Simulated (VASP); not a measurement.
# TiO2 (C2/c) in VASP: notebook

The runs below take TiO2 through single point, with PBE.

Program: VASP 6.6.1. These are calculated values, not measurements. Logs are shortened: lines on timing, memory, paths and dates and some standing lists are left out, and cuts for length are marked.

## 1. The cell of the first run

Symmetry: C2/c, No. 15, monoclinic system. Conventional cell: a = 5.412 Å, b = 5.413 Å, c = 5.472 Å, α = 90.00°, β = 118.77°, γ = 90.00°. Within 2.6 Å of Ti (site symmetry 2) lie 6 O at 1.93 to 2.00 Å. O (site symmetry 1) has 3 Ti at 1.93 to 2.00 Å and 2 O at 2.50 Å within 2.6 Å.

## 2. Single point, PBE

Contents of INCAR:

```
SYSTEM = TiO2
PREC     = Accurate       ! precision mode
ENCUT    = 520            ! plane-wave cutoff, eV
EDIFF    = 1E-6           ! SCF threshold, eV
ISMEAR   = 0              ! smearing method
SIGMA    = 0.02           ! smearing width, eV
LREAL    = .FALSE.        ! projectors in reciprocal space
LASPH    = .TRUE.         ! aspherical terms in the spheres
NELM     = 60             ! most SCF steps
ALGO     = Normal         ! electronic algorithm
ISIF     = 2              ! what is computed and relaxed
LWAVE    = .FALSE.        ! write WAVECAR
LCHARG   = .FALSE.        ! write CHGCAR
GGA      = PE             ! functional
NBANDS   = 33             ! bands
```

Contents of KPOINTS:

```
regular mesh
0
G
  1 1 1
  0 0 0
```

Contents of POSCAR:

```
TiO2
1.0
    2.7060340000     -2.7066550000      0.0000000000
    2.7060340000      2.7066550000      0.0000000000
   -2.6335310000      0.0000000000      4.7966370000
Ti O
2 4
Direct
    0.1341100000      0.8658900000      0.2500000000
    0.8658900000      0.1341100000      0.7500000000
    0.3312210000      0.0887550000      0.6671490000
    0.6687790000      0.9112450000      0.3328510000
    0.9112450000      0.6687790000      0.8328510000
    0.0887550000      0.3312210000      0.1671490000
```

Potentials or basis: VASP PAW PBE potentials, release 64 (Ti_sv, O).

The run is started by

```bash
$ cat potpaw_PBE.64/Ti_sv/POTCAR potpaw_PBE.64/O/POTCAR > POTCAR
$ mpirun -np 1 vasp_gam > vasp.out
```

OUTCAR:

```text
SYSTEM = TiO2
   PREC = Accurate
   ENCUT = 520
   EDIFF = 1E-6
   ISMEAR = 0
   LREAL = .FALSE.
   LASPH = .TRUE.
   NELM = 60
   ISIF = 2
   GGA = PE

 ion  position               nearest neighbor table
   1  0.134  0.866  0.250-   4 1.93   6 1.93   6 1.98   4 1.98   3 2.00   5 2.00
   2  0.866  0.134  0.750-   5 1.93   3 1.93   5 1.98   3 1.98   6 2.00   4 2.00
   3  0.331  0.089  0.667-   2 1.93   2 1.98   1 2.00
   4  0.669  0.911  0.333-   1 1.93   1 1.98   2 2.00
   5  0.911  0.669  0.833-   2 1.93   2 1.98   1 2.00
   6  0.089  0.331  0.167-   1 1.93   1 1.98   2 2.00

  LATTYP: Found a base centered monoclinic cell.
 ALAT       =     5.4120680000
 B/A-ratio  =     1.0002294871
 C/A-ratio  =     1.0110809974
 COS(beta)  =    -0.4812705001

  Lattice vectors:

 A1 = (   2.7060340000,  -2.7066550000,   0.0000000000)
 A2 = (   2.7060340000,   2.7066550000,   0.0000000000)
 A3 = (  -2.6335310000,   0.0000000000,   4.7966370000)

Analysis of symmetry for initial positions (statically):
=====================================================================
 Subroutine PRICEL returns:
 Original cell was already a primitive cell.

 Routine SETGRP: Setting up the symmetry group for a
 base centered monoclinic supercell.

 Subroutine GETGRP returns: Found  4 space group operations
 (whereof  2 operations were pure point group operations)
 out of a pool of  4 trial point group operations.

The static configuration has the point symmetry S_2 .
 The point group associated with its full space group is C_2h.

Analysis of symmetry for dynamics (positions and initial velocities):
=====================================================================
 Subroutine PRICEL returns:
 Original cell was already a primitive cell.

 Routine SETGRP: Setting up the symmetry group for a
 base centered monoclinic supercell.

 Subroutine GETGRP returns: Found  4 space group operations
 (whereof  2 operations were pure point group operations)
 out of a pool of  4 trial point group operations.

The dynamic configuration has the point symmetry S_2 .
 The point group associated with its full space group is C_2h.

 Subroutine INISYM returns: Found  4 space group operations
 (whereof  2 operations are pure point group operations),
 and found     1 'primitive' translations

----------------------------------------------------------------------------------------

                                     Primitive cell

[... 69 lines left out ...]
   LNONCOLLINEAR =      F non collinear calculations
   LSORBIT =      F    spin-orbit coupling
   LASPH  =      T    aspherical Exc in radial PAW
   ENCUT  =  520.0 eV  38.22 Ry    6.18 a.u.   7.12  7.12 10.17*2*pi/ulx,y,z
   NELM   =     60;   NELMIN=  2; NELMDL= -5     # of ELM steps
   EDIFF  = 0.1E-05   stopping-criterion for ELM
   LREAL  =      F    real-space projection
[... 7 lines left out ...]
   TEBEG  =    0.0;   TEEND  =   0.0 temperature during run
   PSTRESS=    0.0 pullay stress
   NELECT =      48.0000    total number of electrons
   NUPDOWN=      -1.0000    fix difference up-down
   EMIN   =  10.00;   EMAX   =-10.00  energy-range for DOS
   EFERMI =   0.00;   METHOD = LEGACY
   ISMEAR =     0;   SIGMA  =   0.02  broadening in eV -4-tet -1-fermi 0-gaus
   EFERMI_NEDOS =   21; number of points for ismear=-14 and -15
   IALGO  =     38    algorithm
   IMIX   =      4    mixing-type and parameters
     AMIX     =   0.40;   BMIX     =  1.00
     AMIX_MAG =   1.60;   BMIX_MAG =  1.00
  volume/ion in A,a.u.               =      11.71        79.03
  Fermi-wavevector in a.u.,A,eV,Ry     =   1.441820  2.724644 28.284385  2.078844
  Thomas-Fermi vector in A             =   2.560409
   LORBIT       =      0    0 simple, 1 ext, 2 COOP (PROOUT), +10 PAW based schemes
   GGA     = PE    functional components
   LHFCALC =     F    Hartree Fock is set to
   AEXX    =    0.0000 exact exchange contribution
   IVDW    =     0    specifies the selected vdW correction
   LEPSILON=     F    determine dielectric tensor
   LRPA    =     F    only Hartree local field effects (RPA)
 non-spin polarized calculation
 Gauss-broadening in eV      SIGMA  =   0.02
  energy-cutoff  :      520.00
  volume of cell :       70.26
 maximum number of plane-waves:       950
   NGX = 15   NGY = 15   NGZ = 21

 number of electron      47.9999995 magnetization

 Free energy of the ion-electron system (eV)
  ---------------------------------------------------
  ext. energy  EPLUGINS =         0.00000000
  ---------------------------------------------------
  free energy    TOTEN  =       -44.91792617 eV

  energy without entropy =      -44.91792617  energy(sigma->0) =      -44.91792617

 E-fermi :   3.4413     XC(G=0): -10.5042

 val. band max:        3.2377080819   @ k =   0.0000   0.0000   0.0000
 cond. band min:       4.8034029249   @ k =   0.0000   0.0000   0.0000
 fundamental gap:      1.5656948430
 Fermi energy:         3.4413216107

 k-point     1 :       0.0000    0.0000    0.0000
  band No.  band energies     occupation
      1     -53.7219      2.00000
      2     -53.6722      2.00000
      3     -30.0645      2.00000
      4     -30.0628      2.00000
      5     -30.0064      2.00000
      6     -30.0043      2.00000
[... 25 lines left out ...]
     32       7.7587      0.00000
     33       8.2381      0.00000

------------------------ aborting loop because EDIFF is reached ----------------------------------------

  FORCE on cell =-STRESS in cart. coord.  units (eV):
  Direction    XX          YY          ZZ          XY          YZ          ZX
  --------------------------------------------------------------------------------------
  -------------------------------------------------------------------------------------
  Total        7.8162684      7.7862288      8.2366235      0.0000000      0.0000000     -0.6704441
  in kB      178.2284563    177.5434862    187.8134969      0.0000000      0.0000000    -15.2876296
  external PRESSURE =     181.1951465 kB  Pullay stress =       0.0000000 kB

 VOLUME and BASIS-vectors are now :
 -----------------------------------------------------------------------------
  energy-cutoff  :      520.00
  volume of cell :       70.26
      direct lattice vectors                 reciprocal lattice vectors
     2.706034000 -2.706655000  0.000000000     0.184772253 -0.184729860  0.101446796
     2.706034000  2.706655000  0.000000000     0.184772253  0.184729860  0.101446796
    -2.633531000  0.000000000  4.796637000     0.000000000  0.000000000  0.208479399

 POSITION                                       TOTAL-FORCE (eV/Angst)
 -----------------------------------------------------------------------------------
      2.04765      1.98068      1.19916        -0.000000     -1.589366      0.000000
      0.73089     -1.98068      3.59748        -0.000000      1.589366      0.000000
     -0.62049     -0.65627      3.20007         0.129484     -0.799046     -6.345988
      3.39903      0.65627      1.59657        -0.129484      0.799046      6.345988
      2.08226     -0.65627      3.99488        -0.129484     -0.799046      6.345988
      0.69628      0.65627      0.80175         0.129484      0.799046     -6.345988
 -----------------------------------------------------------------------------------
    total drift:                               -0.000000      0.000000     -0.000000

  FREE ENERGIE OF THE ION-ELECTRON SYSTEM (eV)
  ---------------------------------------------------
  free  energy   TOTEN  =       -44.9179261746 eV

  energy  without entropy=      -44.9179261746  energy(sigma->0) =      -44.91792617
```

Run time: 19 s. Hardware: 1 thread of Intel Xeon 8259CL, shared host; peak memory 0.17 GiB.

Results:

```
Free energy   : -44.9179 eV
Pressure      : 18.1 GPa
Largest force : 6.397 eV/Å
```

Forces on the atoms (eV/Å):
```
Ti   0.000 -1.589  0.000
Ti   0.000  1.589  0.000
O    0.129 -0.799 -6.346
O   -0.129  0.799  6.346
O   -0.129 -0.799  6.346
O    0.129  0.799 -6.346
```

Stress tensor (GPa, compression positive):
```
17.82  0.00 -1.53
 0.00 17.75  0.00
-1.53  0.00 18.78
```

Caveat: the k points lie up to 1.76 Å⁻¹ apart, too coarse for converged energies, forces and pressures; forces of over 1 eV/Å act on the atoms, so gaps and moduli don't describe the material at rest.

## 3. Single point, PBE

Contents of INCAR:

```
SYSTEM = TiO2
ALGO     = Normal         ! electronic algorithm
EDIFF    = 1E-6           ! SCF threshold, eV
ENCUT    = 520            ! plane-wave cutoff, eV
GGA      = PE             ! functional
ISIF     = 2              ! what is computed and relaxed
ISMEAR   = 0              ! smearing method
LASPH    = .TRUE.         ! aspherical terms in the spheres
LCHARG   = .FALSE.        ! write CHGCAR
LREAL    = .FALSE.        ! projectors in reciprocal space
LWAVE    = .FALSE.        ! write WAVECAR
NBANDS   = 33             ! bands
NELM     = 60             ! most SCF steps
PREC     = Accurate       ! precision mode
SIGMA    = 0.02           ! smearing width, eV
```

Contents of KPOINTS:

```
k-points
0
G
  2 2 2
  0 0 0
```

POSCAR is that of step 2.

Potentials or basis: VASP PAW PBE potentials, release 64 (Ti_sv, O).

The run is started by

```bash
$ cat potpaw_PBE.64/Ti_sv/POTCAR potpaw_PBE.64/O/POTCAR > POTCAR
$ mpirun -np 1 vasp_std > vasp.out
```

Wall time 41 s (1 thread of Intel Xeon 8259CL, shared host); peak memory 0.18 GiB.

It converged, with:

```
Free energy            : -53.9111 eV
Pressure               : -1.9 GPa
Largest force          : 0.286 eV/Å
Band gap on the k mesh : 2.03 eV (least direct gap 2.46 eV)
```

Forces on the atoms (eV/Å):
```
Ti   0.000 -0.024  0.000
Ti   0.000  0.024  0.000
O    0.009 -0.050 -0.282
O   -0.009  0.050  0.282
O   -0.009 -0.050  0.282
O    0.009  0.050 -0.282
```

Stress tensor (GPa, compression positive):
```
-5.43  0.00 -0.13
 0.00 -5.47  0.00
-0.13  0.00  5.16
```

Levels at points of the mesh, in eV from the valence-band top:
```
           k point  band 21  band 22  band 23  band 24  band 25  band 26  band 27  band 28
(0.00, 0.00, 0.00)    -0.77    -0.74    -0.44    -0.43     2.03     2.73     3.78     3.79
(0.50, 0.00, 0.00)    -1.85    -0.89    -0.88    -0.63     3.17     3.32     3.35     3.59
(0.50, 0.50, 0.00)    -2.17    -1.87    -0.02     0.00     3.19     3.23     3.49     3.83
(0.00, 0.00, 0.50)    -1.25    -1.25    -0.13    -0.13     2.37     2.37     3.61     3.61
(0.50, 0.00, 0.50)    -1.86    -0.88    -0.87    -0.64     3.03     3.42     3.45     3.48
(0.50, 0.50, 0.50)    -2.02    -2.02    -0.02    -0.02     3.21     3.21     3.67     3.67
```

Caveat: the k points lie up to 0.88 Å⁻¹ apart. A k mesh can miss the band edges.
